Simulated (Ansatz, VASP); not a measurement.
## One calculation of AlB2As3, two programs

Contents of INCAR:

```
SYSTEM = AlB2As3
ALGO     = Normal         ! electronic algorithm
EDIFF    = 1E-7           ! SCF threshold, eV
EDIFFG   = -0.04          ! ionic threshold
ENCUT    = 600            ! plane-wave cutoff, eV
GGA      = PE             ! functional
IBRION   = 2              ! ionic algorithm
ISIF     = 3              ! what is computed and relaxed
ISMEAR   = 0              ! smearing method
LASPH    = .TRUE.         ! aspherical terms in the spheres
LCHARG   = .FALSE.        ! write CHGCAR
LREAL    = .FALSE.        ! projectors in reciprocal space
LWAVE    = .FALSE.        ! write WAVECAR
NELM     = 80             ! most SCF steps
NSW      = 90             ! ionic steps
PREC     = Accurate       ! precision mode
SIGMA    = 0.1            ! smearing width, eV
```

Contents of KPOINTS:

```
k-points
0
G
  4 4 4
  0 0 0
```

POSCAR

```
AlB2As3
1.0
    2.6212435400     -4.7349060300      0.0000000000
    2.6212435400      4.7349060300      0.0000000000
    0.0000000000      0.0000000000      4.3749208600
Al B As
1 2 3
Direct
    0.0000000000      0.0000000000      0.0000000000
    0.5000000000      0.0000000000      0.5000000000
    0.0000000000      0.5000000000      0.5000000000
    0.5000000000      0.5000000000      0.5000000000
    0.6678789900      0.3321210100      0.0000000000
    0.3321210100      0.6678789900      0.0000000000
```

Input for Ansatz:

```yaml
crystal:
  lattice:
    - [2.62124354, -4.73490603, 0.0]
    - [2.62124354, 4.73490603, 0.0]
    - [0.0, 0.0, 4.37492086]
  atoms:
    - { symbol: Al, position: [0.0, 0.0, 0.0] }
    - { symbol: B, position: [0.5, 0.0, 0.5] }
    - { symbol: B, position: [0.0, 0.5, 0.5] }
    - { symbol: As, position: [0.5, 0.5, 0.5] }
    - { symbol: As, position: [0.66787899, 0.33212101, 0.0] }
    - { symbol: As, position: [0.33212101, 0.66787899, 0.0] }
basis:
  ecutwfc: 420
kpoints:
  mp_grid: { grid: [4, 4, 4] }
hamiltonian:
  xc: pbe
scf:
  occupations: { method: gaussian, width: 0.1 }
  lower_state_search: "off"
output:
  forces: true
  stress: true
  eigenvalues: true
relax:
  adjacent_minimum: "off"
  f_tol: 0.04
  max_steps: 70
  cell: { stress_tol: 0.4 }
```

Change from the starting cell: species swapped into the TbCo2Ni3 type (Cmmm, No. 65).

Alike in both runs: task relaxation of cell and atoms; functional PBE; k mesh 4 × 4 × 4; occupations gaussian, width 0.1 eV; no spin polarisation.

|  | VASP | Ansatz |
| --- | --- | --- |
| version | VASP 6.6.1 | Ansatz 0.2.0 |
| potentials or method | VASP PAW PBE potentials, release 64 (Al, B, As), cutoff 600 eV | scalar-relativistic, plane waves, PAW |
| valence electrons in the cell | 24 | 54 |

VASP gave:

```
gap on the k mesh at the Fermi level, each at its own relaxed structure (eV) : none
relaxed volume (Å³/atom)                                                     : 16.24
relaxed cell length with the largest relative difference (Å)                 : 4.255
```

Task: Estimate Ansatz's values.

Result: gap on the k mesh at the Fermi level, each at its own relaxed structure (eV): none; relaxed volume (Å³/atom): 16.06; relaxed cell length with the largest relative difference (Å): 4.165.

A gap of «none» marks a metal or a gap that the smearing closes. VASP's potentials hold 24 valence electrons a cell and Ansatz's 54, so a difference there can come from the potentials and not from the codes.
